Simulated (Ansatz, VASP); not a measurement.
**TiSiTe4 in VASP and in Ansatz**

The input INCAR:

```
PREC = Accurate
ENCUT = 520
EDIFF = 1E-6
ISMEAR = 0
SIGMA = 0.1
LREAL = False
LASPH = True
NELM = 150
ALGO = Normal
ISIF = 2
LWAVE = False
LCHARG = False
ISPIN = 2
MAGMOM = 1 0 0 0 0 0
LORBIT = 11
LMAXMIX = 4
GGA = PE
NBANDS = 33
```

The input KPOINTS:

```
Automatic mesh
0
Gamma
  4 4 4
```

The input POSCAR:

```
TiSiTe4
1.0
    0.0000000000      4.3974706832      4.3974706832
    4.3974706832      0.0000000000      4.3974706832
    4.3974706832      4.3974706832      0.0000000000
Ti Si Te
1 1 4
Direct
    0.2500000000      0.2500000000      0.2500000000
    0.0000000000      0.0000000000      0.0000000000
    0.6243811843      0.6243811843      0.6243811843
    0.6243811843      0.6243811843      0.1268564470
    0.6243811843      0.1268564470      0.6243811843
    0.1268564470      0.6243811843      0.6243811843
```

Input for Ansatz:

```yaml
crystal:
  lattice:
    - [0.0, 4.3974706832, 4.3974706832]
    - [4.3974706832, 0.0, 4.3974706832]
    - [4.3974706832, 4.3974706832, 0.0]
  atoms:
    - { symbol: Ti, position: [0.25, 0.25, 0.25], spin: 1.0 }
    - { symbol: Si, position: [0.0, 0.0, 0.0] }
    - { symbol: Te, position: [0.6243811843, 0.6243811843, 0.6243811843] }
    - { symbol: Te, position: [0.6243811843, 0.6243811843, 0.126856447] }
    - { symbol: Te, position: [0.6243811843, 0.126856447, 0.6243811843] }
    - { symbol: Te, position: [0.126856447, 0.6243811843, 0.6243811843] }
basis:
  ecutwfc: 420
kpoints:
  mp_grid: { grid: [4, 4, 4] }
hamiltonian:
  xc: pbe
scf:
  occupations: { method: gaussian, width: 0.1 }
  lower_state_search: "off"
output:
  forces: true
  stress: true
  eigenvalues: true
  populations: true
magnetization:
  spin_polarized: true
```

Change from the starting cell: species swapped into the TmCdCu4 type (F-43m, No. 216).

Alike in both runs: task single point; functional PBE; k mesh 4 × 4 × 4; occupations gaussian, width 0.1 eV; collinear spin.

```csv
,VASP,Ansatz
version,VASP 6.6.1,Ansatz 0.2.0
potentials or method,"VASP PAW PBE potentials, release 64 (Ti_sv, Si, Te), cutoff 520 eV","scalar-relativistic, plane waves, PAW"
valence electrons in the cell,40,80
```

|  | VASP | Ansatz | Ansatz less VASP |
| --- | --- | --- | --- |
| gap on the k mesh at the Fermi level (eV) | none | none | - |
| pressure (GPa) | -0.4 | 0.6 | +0.94 |
| rms of the force components (eV/Å) | 0.003 | 0.025 | +0.0220 |
| net moment per atom (μB) | 0.00 | 0.30 | +0.301 |
| size of the moment on the site where the two differ most (μB) | 0.01 | 1.88 | +1.870 |

The net moments are unlike, so the other rows may belong to different states. Site moments also hang on the region over which each program counts them. Atom by atom the forces differ by 0.022 eV/Å (rms over components). A gap of «none» marks a metal or a gap that the smearing closes. VASP's potentials hold 40 valence electrons a cell and Ansatz's 80, so a difference there can come from the potentials and not from the codes.

Neither program's run includes spin-orbit coupling.
